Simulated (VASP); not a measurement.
A run of VASP 6.6.1 is set up as follows.

Contents of INCAR:

```
SYSTEM = MgO
PREC = Accurate
ENCUT = 520
EDIFF = 1E-6
ISMEAR = -1
SIGMA = 0.05
LREAL = .FALSE.
LASPH = .TRUE.
NELM = 60
ALGO = Normal
ISIF = 2
LWAVE = .FALSE.
LCHARG = .FALSE.
GGA = PE
IVDW = 12
NBANDS = 11
```

KPOINTS

```
Automatic mesh
0
G
  11 11 11
  0 0 0
```

File POSCAR:

```
MgO
1.0
    0.0000000000      2.1040754453      2.1040754453
    2.1040754453      0.0000000000      2.1040754453
    2.1040754453      2.1040754453      0.0000000000
Mg O
1 1
Direct
    0.0000000000      0.0000000000      0.0000000000
    0.5000000000      0.5000000000      0.5000000000
```

Potentials or basis: VASP PAW PBE potentials, release 64 (Mg, O).

The run is started by

```sh
$ cat potpaw_PBE.64/Mg/POTCAR potpaw_PBE.64/O/POTCAR > POTCAR
$ mpirun -np 1 vasp_std > vasp.out
```

Problem. Estimate the pressure.

Solution. -0.8 GPa.

Problem. Predict the band gap on the k mesh.

Solution. 4.75 eV, direct.

Problem. What does it give for the dispersion energy per atom?

Solution. -0.294 eV.
